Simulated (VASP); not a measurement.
Set up this calculation in VASP 6.6.1, as the native input.

```yaml
Task: single point
Functional: PBE
Potentials_or_basis: VASP PAW PBE potentials, release 64 (Na_pv, S)
Cutoff: 500 eV
k_mesh: 8 × 8 × 8
Occupations: gaussian, width 0.02 eV
Spin: no spin polarisation
Dipole_correction: no
Further_INCAR_settings: ALGO = Normal; EDIFF = 1e-06; NBANDS = 17
```

The structure of Na2S lies in POSCAR:

```
Na2S
1.0
    0.0000000000      3.2806276364      3.2806276364
    3.2806276364      0.0000000000      3.2806276364
    3.2806276364      3.2806276364      0.0000000000
Na S
2 1
Direct
    0.2500000000      0.2500000000      0.2500000000
    0.7500000000      0.7500000000      0.7500000000
    0.0000000000      0.0000000000      0.0000000000
```

This cell differs from its parent crystal: Li replaced by Na, lengths x 1.126, strained.

The input as run:

INCAR

```
SYSTEM = Na2S
ALGO = Normal
EDIFF = 1E-6
ENCUT = 500
GGA = PE
GGA_COMPAT = .FALSE.
ISIF = 2
ISMEAR = 0
LASPH = .TRUE.
LCHARG = .FALSE.
LREAL = .FALSE.
LWAVE = .FALSE.
NBANDS = 17
NELM = 120
PREC = Accurate
SIGMA = 0.02
```

KPOINTS

```
k-points
0
G
  8 8 8
  0 0 0
```

Potentials or basis: VASP PAW PBE potentials, release 64 (Na_pv, S).

The run is started by

```sh
$ cat potpaw_PBE.64/Na_pv/POTCAR potpaw_PBE.64/S/POTCAR > POTCAR
$ mpirun -np 1 vasp_std > vasp.out
```

It gave:

* Pressure: 0.1 GPa
* Band gap on the k mesh: 2.45 eV, direct

Caveat: the cell differs from its parent crystal (Li replaced by Na, lengths x 1.126, strained).

Run time: 40 s on 1 thread of Intel Xeon 8259CL (shared host), peak memory 0.2 GiB.
